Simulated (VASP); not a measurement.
# Sr (Fm-3m) in VASP: further runs, part 2 of 2

VASP 6.6.1.

**3. Relaxation of cell and atoms, LDA, target pressure 8.1 GPa, at which the enthalpy is minimised**

Input file INCAR:

```
PREC = Accurate
ENCUT = 600
EDIFF = 1E-7
ISMEAR = -1
SIGMA = 0.1
LREAL = F
LASPH = T
NELM = 100
ALGO = Normal
ISIF = 3
LWAVE = F
LCHARG = F
GGA = CA
IBRION = 2
NSW = 32
EDIFFG = -0.005
PSTRESS = 81.0
```

Input file KPOINTS:

```
regular mesh
0
Gamma
  13 13 13
```

Input file POSCAR:

```
Sr
1.0
    0.0000000000      2.5778589241      2.5778589241
    2.5778589241      0.0000000000      2.5778589241
    2.5778589241      2.5778589241      0.0000000000
Sr
1
Direct
    0.0000000000      0.0000000000      0.0000000000
```

Potentials or basis: VASP PAW LDA potentials, release 64 (Sr_sv).

Run with:

```sh
cat potpaw_LDA.64/Sr_sv/POTCAR > POTCAR
mpirun -np 1 vasp_std > vasp.out
```

OUTCAR:

```text
PREC = Accurate
   ENCUT = 600
   EDIFF = 1E-7
   ISMEAR = -1
   LREAL = F
   LASPH = T
   NELM = 100
   ISIF = 3
   GGA = CA
   IBRION = 2
   NSW = 32
   EDIFFG = -0.005
   PSTRESS = 81.0

 ion  position               nearest neighbor table
   1  0.000  0.000  0.000-

  LATTYP: Found a face centered cubic cell.
 ALAT       =     5.1557178482

  Lattice vectors:

 A1 = (   0.0000000000,   2.5778589241,   2.5778589241)
 A2 = (   2.5778589241,   0.0000000000,   2.5778589241)
 A3 = (   2.5778589241,   2.5778589241,   0.0000000000)

Analysis of symmetry for initial positions (statically):
=====================================================================
 Subroutine PRICEL returns:
 Original cell was already a primitive cell.

 Routine SETGRP: Setting up the symmetry group for a
 face centered cubic supercell.

 Subroutine GETGRP returns: Found 48 space group operations
 (whereof 48 operations were pure point group operations)
 out of a pool of 48 trial point group operations.

The static configuration has the point symmetry O_h .

Analysis of symmetry for dynamics (positions and initial velocities):
=====================================================================
 Subroutine PRICEL returns:
 Original cell was already a primitive cell.

 Routine SETGRP: Setting up the symmetry group for a
 face centered cubic supercell.

 Subroutine GETGRP returns: Found 48 space group operations
 (whereof 48 operations were pure point group operations)
 out of a pool of 48 trial point group operations.

The dynamic configuration has the point symmetry O_h .

 Subroutine INISYM returns: Found 48 space group operations
 (whereof 48 operations are pure point group operations),
 and found     1 'primitive' translations

----------------------------------------------------------------------------------------

                                     Primitive cell

  volume of cell :      34.2616

  direct lattice vectors                    reciprocal lattice vectors
     0.000000000  2.577858924  2.577858924    -0.193959412  0.193959412  0.193959412
     2.577858924  0.000000000  2.577858924     0.193959412 -0.193959412  0.193959412
     2.577858924  2.577858924  0.000000000     0.193959412  0.193959412 -0.193959412

  length of vectors
     3.645643052  3.645643052  3.645643052     0.335947555  0.335947555  0.335947555

  position of ions in fractional coordinates (direct lattice)
     0.000000000  0.000000000  0.000000000

  ion indices of the primitive-cell ions
   primitive index   ion index
                 1           1

----------------------------------------------------------------------------------------

 KPOINTS: regular mesh

Automatic generation of k-mesh.
[... 93 lines left out ...]
   AEXX    =    0.0000 exact exchange contribution
   IVDW    =     0    specifies the selected vdW correction
   LEPSILON=     F    determine dielectric tensor
   LRPA    =     F    only Hartree local field effects (RPA)
 conjugate gradient relaxation of ions
 non-spin polarized calculation
  energy-cutoff  :      600.00
  volume of cell :       34.26
 maximum number of plane-waves:      1163
 NGX is ok and might be reduce to    30
   NGX = 15   NGY = 15   NGZ = 15

--------------------------------------- Ionic step        1  -------------------------------------------

 number of electron      10.0000000 magnetization

 Free energy of the ion-electron system (eV)
  ---------------------------------------------------
  ext. energy  EPLUGINS =         0.00000000
  ---------------------------------------------------
  free energy    TOTEN  =        -1.62044382 eV

  energy without entropy =       -1.58390726  energy(sigma->0) =       -1.60217554

------------------------ aborting loop because EDIFF is reached ----------------------------------------

  FORCE on cell =-STRESS in cart. coord.  units (eV):
  Direction    XX          YY          ZZ          XY          YZ          ZX
  --------------------------------------------------------------------------------------
  -------------------------------------------------------------------------------------
  Total        1.7382221      1.7382221      1.7382221      0.0000000      0.0000000     -0.0000000
  in kB       81.2846242     81.2846242     81.2846242      0.0000000      0.0000000     -0.0000000
  external PRESSURE =       0.2846242 kB  Pullay stress =      81.0000000 kB

 VOLUME and BASIS-vectors are now :
 -----------------------------------------------------------------------------
  energy-cutoff  :      600.00
  volume of cell :       34.26
      direct lattice vectors                 reciprocal lattice vectors
     0.000000000  2.577858924  2.577858924    -0.193959412  0.193959412  0.193959412
     2.577858924  0.000000000  2.577858924     0.193959412 -0.193959412  0.193959412
     2.577858924  2.577858924  0.000000000     0.193959412  0.193959412 -0.193959412

 POSITION                                       TOTAL-FORCE (eV/Angst)
 -----------------------------------------------------------------------------------
      0.00000      0.00000      0.00000         0.000000     -0.000000      0.000000
 -----------------------------------------------------------------------------------
    total drift:                               -0.000000     -0.000000      0.000000

  FREE ENERGIE OF THE ION-ELECTRON SYSTEM (eV)
  ---------------------------------------------------
  free  energy   TOTEN  =        -1.6204438194 eV

  energy  without entropy=       -1.5839072560  energy(sigma->0) =       -1.60217554

  enthalpy is  TOTEN    =         0.1116917163 eV   P V=        1.7321355356

--------------------------------------- Ionic step        2  -------------------------------------------

 number of electron      10.0000000 magnetization

 Free energy of the ion-electron system (eV)
  ---------------------------------------------------
  ext. energy  EPLUGINS =         0.00000000
  ---------------------------------------------------
  free energy    TOTEN  =        -1.62197267 eV

  energy without entropy =       -1.58542845  energy(sigma->0) =       -1.60370056

 E-fermi :   3.2687     XC(G=0):  -9.1924

 val. band max:        3.2543214671   @ k =  -0.3077   0.3077   0.0000
 cond. band min:       3.2822682552   @ k =   0.3846   0.3846   0.0000
 fundamental gap:      0.0279467881
 Fermi energy:         3.2687006324

 k-point     1 :       0.0000    0.0000    0.0000
  band No.  band energies     occupation
      1     -32.3626      2.00000
      2     -14.0683      2.00000
      3     -14.0683      2.00000
      4     -14.0683      2.00000
      5      -0.8638      2.00000
      6       6.0727      0.00000
      7       6.0727      0.00000
      8       6.0727      0.00000
      9       8.4858      0.00000
[... 265 lines left out ...]
 k-point    24 :       0.4615    0.1538    0.0000
  band No.  band energies     occupation
      1     -32.2438      2.00000
      2     -14.8902      2.00000
      3     -14.2919      2.00000
      4     -14.2333      2.00000
      5       2.2161      1.99995
      6       4.0975      0.00050
      7       5.2738      0.00000
      8       6.4501      0.00000
      9       9.5850      0.00000

 [... further k-points ...]
[... 5 lines left out ...]
  --------------------------------------------------------------------------------------
  -------------------------------------------------------------------------------------
  Total        1.7328744      1.7328744      1.7328744      0.0000000     -0.0000000      0.0000000
  in kB       80.9632102     80.9632102     80.9632102      0.0000000     -0.0000000      0.0000000
  external PRESSURE =      -0.0367898 kB  Pullay stress =      81.0000000 kB

 VOLUME and BASIS-vectors are now :
 -----------------------------------------------------------------------------
  energy-cutoff  :      600.00
  volume of cell :       34.29
      direct lattice vectors                 reciprocal lattice vectors
    -0.000000000  2.578615860  2.578615860    -0.193902476  0.193902476  0.193902476
     2.578615860  0.000000000  2.578615860     0.193902476 -0.193902476  0.193902476
     2.578615860  2.578615860 -0.000000000     0.193902476  0.193902476 -0.193902476

 POSITION                                       TOTAL-FORCE (eV/Angst)
 -----------------------------------------------------------------------------------
      2.57862      5.15723      2.57862         0.000000      0.000000     -0.000000
 -----------------------------------------------------------------------------------
    total drift:                               -0.000000     -0.000000      0.000000

  FREE ENERGIE OF THE ION-ELECTRON SYSTEM (eV)
  ---------------------------------------------------
  free  energy   TOTEN  =        -1.6219726713 eV

  energy  without entropy=       -1.5854284531  energy(sigma->0) =       -1.60370056

  enthalpy is  TOTEN    =         0.1116891315 eV   P V=        1.7336618028

 reached required accuracy - stopping structural energy minimisation
```

Run time: 21 s. Hardware: 1 thread of Intel Xeon 6975P-C (Granite Rapids), shared host; peak memory 0.17 GiB.

What came out:

```yaml
Free_energy: -1.6220 eV
Relaxed_volume: 34.29 Å³/atom
Relaxed_cell: a = 3.647 Å, b = 3.647 Å, c = 3.647 Å, α = 60.00°, β = 60.00°, γ = 60.00°
Space_group_after_relaxing_to_0.1_Å: Fm-3m (No. 225)
Energy_change_on_relaxing_the_run_minimises_the_enthalpy: -1.5 meV/atom
Ionic_steps: 2
Pressure_after_relaxing: 8.1 GPa
Band_gap_on_the_k_mesh: zero (bands 5 and 6 overlap by 0.19 eV)
```

Step by step:
```csv
step,energy change (eV),largest force (eV/Å),pressure (GPa),volume (Å³)
1,0.0000,0.0000,8.13,34.26
2,-0.0015,0.0000,8.10,34.29
```

Final structure:
```
Sr
1.0
     0.00000    2.57862    2.57862
     2.57862    0.00000    2.57862
     2.57862    2.57862    0.00000
Sr
1
Direct
  0.00000 0.00000 0.00000
```

Caveat: the cell is relaxed towards a set pressure, so the run minimises the enthalpy, not the energy.

The gap in the log of VASP goes by the Fermi energy; the results here count the filled bands.